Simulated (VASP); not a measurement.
# Ge: single point with RPBE

Ge:

```
Ge
1.0
     0.00000    2.98891    2.98891
     2.98891    0.00000    2.98891
     2.98891    2.98891    0.00000
Ge
2
Direct
  0.50000 0.50000 0.50000
  0.75000 0.75000 0.75000
```

This cell differs from its parent crystal: volume scaled by 1.08.

```json
{
  "Program": "VASP 6.6.1",
  "Task": "single point",
  "Functional": "RPBE",
  "Potentials or basis": "VASP PAW PBE potentials, release 64 (Ge_d)",
  "Cutoff": "520 eV",
  "k mesh": "9 × 9 × 9",
  "Occupations": "fermi-dirac, width 0.05 eV",
  "Spin": "no spin polarisation"
}
```

```yaml
Pressure: -3.7 GPa
Band_gap_on_the_k_mesh: zero (band 14 reaches 3.63 eV, above the bottom of band 15 at 3.48 eV)
```

Levels at points of the mesh, in eV from the Fermi level:
| k point | band 10 | band 11 | band 12 | band 13 | band 14 | band 15 | band 16 | band 17 | band 18 | band 19 |
| --- | --- | --- | --- | --- | --- | --- | --- | --- | --- | --- |
| (0.00, 0.00, 0.00) | -24.38 | -11.46 | -1.14 | 0.13 | 0.13 | 0.13 | 2.61 | 2.61 | 2.61 | 6.41 |

Wall time 26 s on 1 thread of Intel(R) Xeon(R) Platinum 8375C CPU @ 2.90GHz (Ice Lake), on a shared host, peak memory 0.18 GiB.

Caveat: the PAW data sets were made with another functional, which shifts forces and pressure a little.
